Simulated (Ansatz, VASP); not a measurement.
## Sb: VASP beside Ansatz

```
Sb
1.0
     0.00000    0.00000   -5.46569
    -4.98028   -2.87536    0.00000
     0.00000    5.75073    0.00000
Sb
6
Direct
  0.75000 0.66667 0.66667
  0.75000 0.00000 0.33333
  0.75000 0.33333 0.00000
  0.25000 0.33333 0.33333
  0.25000 0.66667 0.00000
  0.25000 0.00000 0.66667
```

Alike in both runs: task relaxation of cell and atoms; functional PBE; dispersion D3(BJ); k mesh 8 × 12 × 12; occupations gaussian, width 0.1 eV; no spin polarisation.

|  | VASP | Ansatz |
| --- | --- | --- |
| version | VASP 6.6.1 | Ansatz 0.2.0 |
| potentials or method | VASP PAW PBE potentials, release 64 (Sb), cutoff 600 eV | scalar-relativistic, plane waves, PAW |
| valence electrons in the cell | 30 | 90 |

Ansatz gave:

- gap on the k mesh at the Fermi level, each at its own relaxed structure (eV): none
- relaxed volume (Å³/atom): 26.09
- relaxed cell length with the largest relative difference (Å): 5.466

Task: Estimate VASP's values.

Result: gap on the k mesh at the Fermi level, each at its own relaxed structure (eV): none; relaxed volume (Å³/atom): 26.02; relaxed cell length with the largest relative difference (Å): 5.460.

A gap of «none» marks a metal or a gap that the smearing closes. VASP's potentials hold 30 valence electrons a cell and Ansatz's 90, so a difference there can come from the potentials and not from the codes.

Neither program's run includes spin-orbit coupling. Noted on VASP's run: too few bands were computed for a metal, which touches its energy and stress.
